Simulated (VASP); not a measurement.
# HC18F in VASP: a series of runs

HC18F is run at these levels: PBE+D3(BJ); tasks: single point.

Program: VASP 6.6.1. These are calculated values, not measurements. Logs are shortened: lines on timing, memory, paths and dates and some standing lists are left out, and cuts for length are marked.

## Step 1: The cell of the first run

The cell holds a slab with vacuum, 20 atoms: a = 7.398 Å, b = 7.398 Å, c = 13.000 Å, α = 90.00°, β = 90.00°, γ = 120.00°.

## Step 2: Single point, PBE+D3(BJ)

Contents of INCAR:

```
SYSTEM = HC18F
PREC     = Accurate       ! precision mode
ENCUT    = 520            ! plane-wave cutoff, eV
EDIFF    = 1E-6           ! SCF threshold, eV
ISMEAR   = 0              ! smearing method
SIGMA    = 0.02           ! smearing width, eV
LREAL    = Auto         
LASPH    = .True.         ! aspherical terms in the spheres
NELM     = 80             ! most SCF steps
ALGO     = Normal         ! electronic algorithm
ISIF     = 2              ! what is computed and relaxed
LWAVE    = .False.        ! write WAVECAR
LCHARG   = .True.         ! write CHGCAR
GGA      = PE             ! functional
IVDW     = 12             ! dispersion correction
LELF     = .True.         ! ELF
LVHAR    = .True.       
NBANDS   = 56             ! bands
```

Contents of KPOINTS:

```
regular mesh
0
Gamma
  2 2 1
  0 0 0
```

Contents of POSCAR:

```
HC18F
1.0
    7.3980000000      0.0000000000      0.0000000000
   -3.6990000000      6.4068560000      0.0000000000
    0.0000000000      0.0000000000     13.0000000000
C F H
18 1 1
Direct
    0.0013480000     -0.0012631781      0.0596924615
    0.2221115658      0.1090706581      0.0693664615
    0.0013941054      0.3322707737      0.0602533846
    0.2223258464      0.4414264969      0.0697642308
   -0.0009329513      0.6643717293      0.0734891538
    0.2197678505      0.7739249953      0.0775157692
    0.3310726341     -0.0026417013      0.0828101538
    0.5504569438      0.1074091567      0.0920320000
    0.3359701757      0.3328746580      0.0757716923
    0.5564007586      0.4422865131      0.0884150769
    0.3312245272      0.6634536503      0.0830475385
    0.5502910457      0.7713049895      0.0922275385
    0.6573866838     -0.0063680220      0.0839058462
    0.8866917762      0.1073603028      0.0526909231
    0.6678261735      0.3313071185      0.0880818462
    0.8875375043      0.4400066117      0.0746962308
    0.6678313035      0.6661968054      0.0879843846
    0.8877122985      0.7757895604      0.0743051538
    0.8054919255      0.0670725236      0.2388170769
    0.8009349931      0.0650795023      0.1564154615
```

Potentials or basis: VASP PAW PBE potentials, release 64 (C, F, H).

On the command line:

```
$ cat potpaw_PBE.64/C/POTCAR potpaw_PBE.64/F/POTCAR potpaw_PBE.64/H/POTCAR > POTCAR
$ mpirun -np 1 vasp_std > vasp.out
```

OUTCAR:

```text
SYSTEM = HC18F
   PREC = Accurate
   ENCUT = 520
   EDIFF = 1E-6
   ISMEAR = 0
   LREAL = Auto
   LASPH = .True.
   NELM = 80
   ISIF = 2
   GGA = PE
   IVDW = 12
 IVDW          = 12

 ion  position               nearest neighbor table
   1  0.001  0.999  0.060-   2 1.42  14 1.43  18 1.44
   2  0.222  0.109  0.069-   1 1.42   7 1.42   9 1.44
   3  0.001  0.332  0.060-   4 1.42  16 1.43  14 1.44
   4  0.222  0.441  0.070-   3 1.42   9 1.43  11 1.43
   5  0.999  0.664  0.073-   6 1.41  18 1.43  16 1.44
   6  0.220  0.774  0.078-   5 1.41  11 1.42   7 1.43
   7  0.331  0.997  0.083-   8 1.41   2 1.42   6 1.43
   8  0.550  0.107  0.092-   7 1.41  13 1.42  15 1.44
   9  0.336  0.333  0.076-  10 1.42   4 1.43   2 1.44
  10  0.556  0.442  0.088-   9 1.42  15 1.42  17 1.43
  11  0.331  0.663  0.083-  12 1.41   6 1.42   4 1.43
  12  0.550  0.771  0.092-  11 1.41  17 1.43  13 1.43
  13  0.657  0.994  0.084-  20 1.32   8 1.42  12 1.43  14 1.52
  14  0.887  0.107  0.053-   1 1.43   3 1.44  20 1.46  13 1.52
  15  0.668  0.331  0.088-  16 1.42  10 1.42   8 1.44
  16  0.888  0.440  0.075-  15 1.42   3 1.43   5 1.44
  17  0.668  0.666  0.088-  18 1.42  12 1.43  10 1.43
  18  0.888  0.776  0.074-  17 1.42   5 1.43   1 1.44
  19  0.805  0.067  0.239-  20 1.07
  20  0.801  0.065  0.156-  19 1.07  13 1.32  14 1.46

  LATTYP: Found a hexagonal cell.
 ALAT       =     7.3980000000
 C/A-ratio  =     1.7572316842

  Lattice vectors:

 A1 = (   7.3980000000,   0.0000000000,   0.0000000000)
 A2 = (  -3.6990000000,   6.4068560000,   0.0000000000)
 A3 = (   0.0000000000,   0.0000000000,  13.0000000000)

Analysis of symmetry for initial positions (statically):
=====================================================================
 Subroutine PRICEL returns:
 Original cell was already a primitive cell.

 Routine SETGRP: Setting up the symmetry group for a
 hexagonal supercell.

 Subroutine GETGRP returns: Found  1 space group operations
 (whereof  1 operations were pure point group operations)
 out of a pool of 24 trial point group operations.

The static configuration has the point symmetry C_1 .

Analysis of symmetry for dynamics (positions and initial velocities):
=====================================================================
 Subroutine PRICEL returns:
 Original cell was already a primitive cell.

 Routine SETGRP: Setting up the symmetry group for a
 hexagonal supercell.
[... 123 lines left out ...]
   NSW    =      0    number of steps for IOM
   IBRION =     -1    ionic relax: 0-MD 1-quasi-New 2-CG
   NFREE  =      0    steps in history (QN), initial steepest desc. (CG)
   ISIF   =      2    stress and relaxation
   ISYM   =      2    0-nonsym 1-usesym 2-fastsym
   POTIM  = 0.5000    time-step for ionic-motion
   TEBEG  =    0.0;   TEEND  =   0.0 temperature during run
   PSTRESS=    0.0 pullay stress
   NELECT =      80.0000    total number of electrons
   NUPDOWN=      -1.0000    fix difference up-down
   EMIN   =  10.00;   EMAX   =-10.00  energy-range for DOS
   EFERMI =   0.00;   METHOD = LEGACY
   ISMEAR =     0;   SIGMA  =   0.02  broadening in eV -4-tet -1-fermi 0-gaus
   EFERMI_NEDOS =   21; number of points for ismear=-14 and -15
   IALGO  =     38    algorithm
   IMIX   =      4    mixing-type and parameters
     AMIX     =   0.40;   BMIX     =  1.00
     AMIX_MAG =   1.60;   BMIX_MAG =  1.00
  volume/ion in A,a.u.               =      30.81       207.91
  Fermi-wavevector in a.u.,A,eV,Ry     =   0.828967  1.566521  9.349739  0.687186
  Thomas-Fermi vector in A             =   1.941434
   LORBIT       =      0    0 simple, 1 ext, 2 COOP (PROOUT), +10 PAW based schemes
   GGA     = PE    functional components
   LHFCALC =     F    Hartree Fock is set to
   AEXX    =    0.0000 exact exchange contribution
   IVDW    =    12    specifies the selected vdW correction
   LEPSILON=     F    determine dielectric tensor
   LRPA    =     F    only Hartree local field effects (RPA)
 non-spin polarized calculation
 Gauss-broadening in eV      SIGMA  =   0.02
  energy-cutoff  :      520.00
  volume of cell :      616.17
 maximum number of plane-waves:     16651
 NGX is ok and might be reduce to    56
   NGX = 27   NGY = 27   NGZ = 49

 number of electron      79.9999997 magnetization

 Free energy of the ion-electron system (eV)
  ---------------------------------------------------
  ext. energy  EPLUGINS =         0.00000000
  ---------------------------------------------------
  free energy    TOTEN  =      -171.12776571 eV

  energy without entropy =     -171.12635354  energy(sigma->0) =     -171.12705963

 E-fermi :  -2.4755     XC(G=0):  -3.5624

 val. band max:       -2.4990820756   @ k =   0.0000   0.0000   0.0000
 cond. band min:      -2.4520061114   @ k =   0.0000   0.0000   0.0000
 fundamental gap:      0.0470759642
 Fermi energy:        -2.4755440935

 k-point     1 :       0.0000    0.0000    0.0000
  band No.  band energies     occupation
      1     -25.5107      2.00000
      2     -21.9642      2.00000
      3     -19.6237      2.00000
      4     -19.4789      2.00000
      5     -19.3961      2.00000
      6     -19.3286      2.00000
[... 209 lines left out ...]
     51       3.5227      0.00000
     52       4.0074      0.00000
 [bands above 52 left out]

------------------------ aborting loop because EDIFF is reached ----------------------------------------

 Edisp (eV)   -1.70387

 E8    (eV) :    -0.5237

  FORCE on cell =-STRESS in cart. coord.  units (eV):
  Direction    XX          YY          ZZ          XY          YZ          ZX
  --------------------------------------------------------------------------------------
  -------------------------------------------------------------------------------------
  Total      -5.64432     2.45797     4.71247    -2.64753     1.15606     2.03543
  in kB     -14.67641     6.39122    12.25339    -6.88414     3.00598     5.29254
  external pressure =        1.32 kB  Pullay stress =        0.00 kB

 VOLUME and BASIS-vectors are now :
 -----------------------------------------------------------------------------
  energy-cutoff  :      520.00
  volume of cell :      616.17
      direct lattice vectors                 reciprocal lattice vectors
     7.398000000  0.000000000  0.000000000     0.135171668  0.078041398  0.000000000
    -3.699000000  6.406856000  0.000000000     0.000000000  0.156082796  0.000000000
     0.000000000  0.000000000 13.000000000     0.000000000  0.000000000  0.076923077

 POSITION                                       TOTAL-FORCE (eV/Angst)
 -----------------------------------------------------------------------------------
     -3.68436      6.39876      0.77600        -0.254723     -0.134432      0.186150
      1.23973      0.69880      0.90176        -0.215439     -0.117214      0.152429
     -1.21876      2.12881      0.78329        -0.258406     -0.127561      0.206685
      0.01193      2.82816      0.90694        -0.183531     -0.151971      0.170159
      4.93359      4.25653      0.95536         0.043573      0.044588      0.214057
     -1.23691      4.95843      1.00770        -0.013967     -0.039568      0.137895
[... 12 lines left out ...]
      5.71093      0.42972      3.10462         0.396869      0.221384      0.904492
      5.68459      0.41695      2.03340         0.763687      0.431392      4.026525
 -----------------------------------------------------------------------------------
    total drift:                               -0.004816      0.019457     -0.003639

  FREE ENERGIE OF THE ION-ELECTRON SYSTEM (eV)
  ---------------------------------------------------
  free  energy   TOTEN  =      -172.8316340752 eV

  energy  without entropy=     -172.8302219036  energy(sigma->0) =     -172.83092799
```

Wall time 3.8 min (1 thread of AMD EPYC 7R13 (Zen 3), shared host); peak memory 0.61 GiB.

What came out:

```yaml
Free_energy: -172.8316 eV
Largest_force: 4.121 eV/Å
Band_gap_on_the_k_mesh: 0.05 eV, direct
Dispersion_energy_per_atom: -0.085 eV
```

Forces on the atoms (eV/Å):
```
C   -0.255 -0.134  0.186
C   -0.215 -0.117  0.152
C   -0.258 -0.128  0.207
C   -0.184 -0.152  0.170
C    0.044  0.045  0.214
C   -0.014 -0.040  0.138
C   -0.100  0.027 -0.025
C    0.113  0.095 -1.111
C   -0.122 -0.044  0.013
C   -0.140 -0.094 -0.185
C   -0.037 -0.084 -0.013
C    0.147  0.027 -1.100
C    0.765  0.477 -3.207
C   -0.668 -0.395  0.382
C   -0.116  0.010 -0.390
C   -0.050  0.002  0.024
C   -0.069 -0.078 -0.396
C   -0.002 -0.070  0.010
F    0.397  0.221  0.904
H    0.764  0.431  4.027
```

Caveat: the k points lie up to 0.49 Å⁻¹ apart.

## Step 3: Single point, PBE+D3(BJ)

Contents of INCAR:

```
SYSTEM = HC18F
PREC = Accurate ; ENCUT = 520
EDIFF = 1E-6 ; ISMEAR = 0
SIGMA = 0.02 ; LREAL = Auto
LASPH = .True. ; NELM = 80
ALGO = Normal ; ISIF = 2
LWAVE = .False. ; LCHARG = .False.
GGA = PE ; IVDW = 12
NBANDS = 56
```

KPOINTS is that of step 2.

Contents of POSCAR:

```
HC18F
1.0
    7.3980000000      0.0000000000      0.0000000000
   -3.6990000000      6.4068560000      0.0000000000
    0.0000000000      0.0000000000     13.0000000000
C F H
18 1 1
Direct
    0.0197330588      0.0084653065      0.0510462308
    0.2383675893      0.1177778929      0.0616351538
    0.0197865564      0.3424052296      0.0511696923
    0.2383805277      0.4517388872      0.0617401538
    0.0011697366      0.6661256317      0.0645295385
    0.2262081076      0.7786549284      0.0701925385
    0.3392982333     -0.0003151312      0.0792700000
    0.5484606272      0.1066852447      0.1134181538
    0.3468560274      0.3389848312      0.0714330769
    0.5688962349      0.4499857652      0.0886339231
    0.3393247433      0.6707803328      0.0793313077
    0.5485510508      0.7729415176      0.1134219231
    0.6210466201     -0.0239281170      0.1531838462
    0.9268555445      0.1289808917      0.0399480769
    0.6769640820      0.3343485479      0.0930401538
    0.8945458683      0.4432642157      0.0700445385
    0.6769985203      0.6737407552      0.0930038462
    0.8945268166      0.7823512812      0.0699323077
    0.7894019212      0.0603250643      0.2179467692
    0.7649381668      0.0482645466      0.0565661538
```

Potentials or basis: VASP PAW PBE potentials, release 64 (C, F, H).

On the command line:

```
$ cat potpaw_PBE.64/C/POTCAR potpaw_PBE.64/F/POTCAR potpaw_PBE.64/H/POTCAR > POTCAR
$ mpirun -np 1 vasp_std > vasp.out
```

OUTCAR:

```text
SYSTEM = HC18F
   PREC = Accurate
   ENCUT = 520
   EDIFF = 1E-6
   ISMEAR = 0
   LREAL = Auto
   LASPH = .True.
   NELM = 80
   ISIF = 2
   GGA = PE
   IVDW = 12
 IVDW          = 12

 ion  position               nearest neighbor table
   1  0.020  0.008  0.051-  14 1.38   2 1.41  18 1.47
   2  0.238  0.118  0.062-   1 1.41   9 1.42   7 1.42
   3  0.020  0.342  0.051-  14 1.38   4 1.41  16 1.47
   4  0.238  0.452  0.062-   3 1.41   9 1.42  11 1.42
   5  0.001  0.666  0.065-  18 1.43  16 1.43   6 1.44
   6  0.226  0.779  0.070-  11 1.42   7 1.42   5 1.44
[... 10 lines left out ...]
  17  0.677  0.674  0.093-  18 1.43  10 1.43  12 1.49
  18  0.895  0.782  0.070-  17 1.43   5 1.43   1 1.47
  19  0.789  0.060  0.218-  13 1.37
  20  0.765  0.048  0.057-  14 1.06

  LATTYP: Found a hexagonal cell.
 ALAT       =     7.3980000000
 C/A-ratio  =     1.7572316842

  Lattice vectors:

 A1 = (   7.3980000000,   0.0000000000,   0.0000000000)
 A2 = (  -3.6990000000,   6.4068560000,   0.0000000000)
 A3 = (   0.0000000000,   0.0000000000,  13.0000000000)

Analysis of symmetry for initial positions (statically):
[... 193 lines left out ...]
 fundamental gap:      0.3657760004
 Fermi energy:        -2.0247147556

 k-point     1 :       0.0000    0.0000    0.0000
  band No.  band energies     occupation
      1     -28.8849      2.00000
      2     -21.3618      2.00000
      3     -19.3513      2.00000
      4     -18.9793      2.00000
      5     -18.9392      2.00000
      6     -18.7993      2.00000
[... 209 lines left out ...]
     51       3.5019      0.00000
     52       4.0390      0.00000
 [bands above 52 left out]

------------------------ aborting loop because EDIFF is reached ----------------------------------------

 Edisp (eV)   -1.73006

 E8    (eV) :    -0.5310

  FORCE on cell =-STRESS in cart. coord.  units (eV):
  Direction    XX          YY          ZZ          XY          YZ          ZX
  --------------------------------------------------------------------------------------
  -------------------------------------------------------------------------------------
  Total       5.59814    -0.56048     0.64620     5.33678    -0.33888    -0.57819
  in kB      14.55632    -1.45737     1.68024    13.87673    -0.88115    -1.50342
  external pressure =        4.93 kB  Pullay stress =        0.00 kB

 VOLUME and BASIS-vectors are now :
 -----------------------------------------------------------------------------
  energy-cutoff  :      520.00
  volume of cell :      616.17
      direct lattice vectors                 reciprocal lattice vectors
     7.398000000  0.000000000  0.000000000     0.135171668  0.078041398  0.000000000
    -3.699000000  6.406856000  0.000000000     0.000000000  0.156082796  0.000000000
     0.000000000  0.000000000 13.000000000     0.000000000  0.000000000  0.076923077

 POSITION                                       TOTAL-FORCE (eV/Angst)
 -----------------------------------------------------------------------------------
      0.11467      0.05424      0.66360         0.044683     -0.025819      0.180052
      1.32778      0.75459      0.80126         0.028383      0.002829      0.119574
     -1.12018      2.19374      0.66521        -0.001993      0.046071      0.173911
      0.09256      2.89423      0.80262         0.023796      0.023621      0.117245
     -2.45535      4.26777      0.83888         0.021984      0.004820      0.136336
     -1.20676      4.98873      0.91250         0.012937      0.010306      0.152489
[... 12 lines left out ...]
      5.61685      0.38649      2.83331        -0.164523     -0.097822      0.072356
      5.48048      0.30922      0.73536         0.096001      0.045715     -2.009880
 -----------------------------------------------------------------------------------
    total drift:                               -0.002162      0.001808     -0.014468

  FREE ENERGIE OF THE ION-ELECTRON SYSTEM (eV)
  ---------------------------------------------------
  free  energy   TOTEN  =      -170.6132326928 eV

  energy  without entropy=     -170.6132326928  energy(sigma->0) =     -170.61323269
```

Run time: 3.5 min. Hardware: 1 thread of AMD EPYC 7R13 (Zen 3), shared host; peak memory 0.61 GiB.

Results:

```
Free energy                : -170.6132 eV
Largest force              : 2.013 eV/Å
Band gap on the k mesh     : 0.37 eV, direct
Dispersion energy per atom : -0.087 eV
```

Forces on the atoms (eV/Å):
```
C    0.045 -0.026  0.180
C    0.028  0.003  0.120
C   -0.002  0.046  0.174
C    0.024  0.024  0.117
C    0.022  0.005  0.136
C    0.013  0.010  0.152
C    0.018  0.006  0.063
C    0.016  0.037  0.103
C    0.001 -0.006  0.069
C    0.004  0.007 -0.052
C    0.022  0.012  0.072
C    0.030 -0.005  0.099
C   -0.228 -0.124  0.340
C    0.023  0.032  0.057
C    0.007 -0.017  0.027
C    0.032  0.014  0.125
C   -0.011  0.008  0.025
C    0.026  0.026  0.131
F   -0.165 -0.098  0.072
H    0.096  0.046 -2.010
```

Caveat: the k points lie up to 0.49 Å⁻¹ apart.
